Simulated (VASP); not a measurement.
Here is a VASP 6.6.1 calculation.

File POSCAR:

```
WSe2
1.0
    3.3144241466      0.0000000000      0.0000000000
   -1.6572120733      2.8703755099      0.0000000000
    0.0000000000      0.0000000000     29.8000909728
W Se
3 6
Direct
    0.6666666667      0.3333333333      0.0083892361
    0.3333333333      0.6666666667      0.7657448695
    0.3333333333      0.6666666667      0.2258658107
    0.3333333333      0.6666666667      0.0641224815
    0.6666666667      0.3333333333      0.8215875270
    0.6666666667      0.3333333333      0.2815805548
    0.3333333333      0.6666666667      0.9525754297
    0.6666666667      0.3333333333      0.7099830480
    0.6666666667      0.3333333333      0.1701511536
```

File INCAR.step1:

```
SYSTEM = WSe2
  PREC = Accurate
  ENCUT = 520
  ISMEAR = 0
  SIGMA = 0.05
  LREAL = .FALSE.
  LASPH = .TRUE.
  NELM = 60
  NBANDS = 49
  GGA = PE
  ALGO = Normal
  EDIFF = 1E-4
  LWAVE = .TRUE.
  LCHARG = .FALSE.
```

The input INCAR.step2:

```
SYSTEM = WSe2
  PREC = Accurate
  ENCUT = 520
  EDIFF = 1E-7
  ISMEAR = 0
  SIGMA = 0.05
  LREAL = .FALSE.
  LASPH = .TRUE.
  NELM = 60
  ALGO = Normal
  ISIF = 2
  LWAVE = .FALSE.
  LCHARG = .FALSE.
  METAGGA = R2SCAN
  LMIXTAU = .TRUE.
  NBANDS = 49
  ISTART = 1
```

Contents of KPOINTS:

```
regular mesh
0
G
  12 12 1
  0 0 0
```

Potentials or basis: VASP PAW PBE potentials, release 64 (W_sv, Se).

Launch:

```console
$ cat potpaw_PBE.64/W_sv/POTCAR potpaw_PBE.64/Se/POTCAR > POTCAR
$ cp INCAR.step1 INCAR
$ mpirun -np 1 vasp_std > vasp.out
$ cp INCAR.step2 INCAR
$ mpirun -np 1 vasp_std > vasp.out
```

(1) What does it give for the largest force?

(2) Predict the band gap on the k mesh.

Results:

(1) 0.077 eV/Å.

(2) 1.41 eV (least direct gap 1.59 eV).

Caveat: the cell differs from its parent crystal (atoms displaced along a vibrational mode); the PAW data sets were made with another functional, which shifts forces and pressure a little; spin-orbit coupling is left out, which moves the levels of the heavy elements.
